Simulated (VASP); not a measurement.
Wanted: the native input for a VASP 6.6.1 run.

```
Task                   : single point
Functional             : PBE
Potentials or basis    : VASP PAW PBE potentials, release 64 (Te, P)
Cutoff                 : 500 eV
k mesh                 : 16 × 16 × 16
Occupations            : gaussian, width 0.1 eV
Spin                   : no spin polarisation
Dipole correction      : no
Further INCAR settings : ALGO = Normal; EDIFF = 1e-06; NBANDS = 12
```

The structure of TeP lies in POSCAR:

```
TeP
1.0
    3.4843895138      0.0000000000      0.0000000000
    0.0000000000      3.4843895138      0.0000000000
    0.0000000000      0.0000000000      3.4848287143
Te P
1 1
Direct
    0.0000000000      0.0000000000      0.5000000000
    0.5000000000      0.5000000000      0.0000000000
```

The cell was built from a structure type or drawn by symmetry, and may not be a known phase.

These files were run (other wordings do the same):

INCAR

```
ALGO     = Normal         # electronic algorithm
EDIFF    = 1E-6           # SCF threshold, eV
ENCUT    = 500            # plane-wave cutoff, eV
GGA      = PE             # functional
GGA_COMPAT= False        
ISIF     = 2              # what is computed and relaxed
ISMEAR   = 0              # smearing method
LASPH    = True           # aspherical terms in the spheres
LCHARG   = False          # write CHGCAR
LREAL    = False          # projectors in reciprocal space
LWAVE    = False          # write WAVECAR
NBANDS   = 12             # bands
NELM     = 120            # most SCF steps
PREC     = Accurate       # precision mode
SIGMA    = 0.1            # smearing width, eV
```

KPOINTS

```
k-points
0
Gamma
  16 16 16
```

Potentials or basis: VASP PAW PBE potentials, release 64 (Te, P).

Command:

```bash
$ cat potpaw_PBE.64/Te/POTCAR potpaw_PBE.64/P/POTCAR > POTCAR
$ mpirun -np 1 vasp_std > vasp.out
```

It gave:

```json
{"Pressure": "-0.1 GPa", "Band gap on the k mesh": "zero (an odd number of electrons rules out a gap without spin polarisation)"}
```

Caveat: spin-orbit coupling is left out, which moves the levels of the heavy elements.

Run time: 2.1 min on 1 thread of AMD EPYC 9R14 (Zen 4) (shared host), peak memory 0.29 GiB.
